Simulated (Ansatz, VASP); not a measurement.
# One calculation of Ca, two programs

```
CELL_PARAMETERS angstrom
2.92004 0.00000 0.00000
0.00000 2.92004 0.00000
0.00000 0.00000 2.92004
ATOMIC_POSITIONS crystal
Ca 0.00000 0.00000 0.00000
```

Change from the starting cell: volume scaled by 0.6, LAPW.

Alike in both runs: task single point; functional PBEsol; k mesh 11 × 11 × 11; occupations fermi-dirac, width 0.08 eV; no spin polarisation.

|  | VASP | Ansatz |
| --- | --- | --- |
| version | VASP 6.6.1 | Ansatz 0.2.0 |
| potentials or method | VASP PAW PBE potentials, release 64 (Ca_sv), cutoff 520 eV | all-electron LAPW, scalar-relativistic |

```csv
,VASP,Ansatz,Ansatz less VASP
pressure (GPa),13.1,12.9,-0.12
```

VASP's potentials were made for PBE, not for PBEsol. Ansatz ran all-electron here, and VASP with PAW potentials.
